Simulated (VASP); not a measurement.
Sb, 1 atom in the cell. It takes space group I4/mmm (No. 139, tetragonal). The conventional cell has a = 3.153 Å, b = 3.153 Å, c = 5.424 Å, α = 90.00°, β = 90.00°, γ = 90.00°. Sb (site symmetry 4/mmm) has 12 Sb at 3.15 to 3.51 Å within 4.1 Å. 

| Property | Result |
| --- | --- |
| Program | VASP 6.6.1 |
| Task | single point |
| Functional | PBEsol |
| Potentials or basis | VASP PAW PBE potentials, release 64 (Sb) |
| Cutoff | 520 eV |
| k mesh | 9 × 9 × 9 |
| Occupations | fermi-dirac, width 0.05 eV |
| Spin | no spin polarisation |
| Dipole correction | no |
| Further INCAR settings | ALGO = Normal; EDIFF = 1e-07; NBANDS = 8 |

Potentials or basis: VASP PAW PBE potentials, release 64 (Sb).

Run with:

```bash
$ cat potpaw_PBE.64/Sb/POTCAR > POTCAR
$ mpirun -np 1 vasp_std > vasp.out
```

Hardware: 1 thread of Intel Xeon 8259CL (shared host).

Problem. How long does it take, and how much memory?

Solution. Run time: 22 s on 1 thread of Intel Xeon 8259CL (shared host), peak memory 0.16 GiB. Counts: scf iterations 9, k points 75.
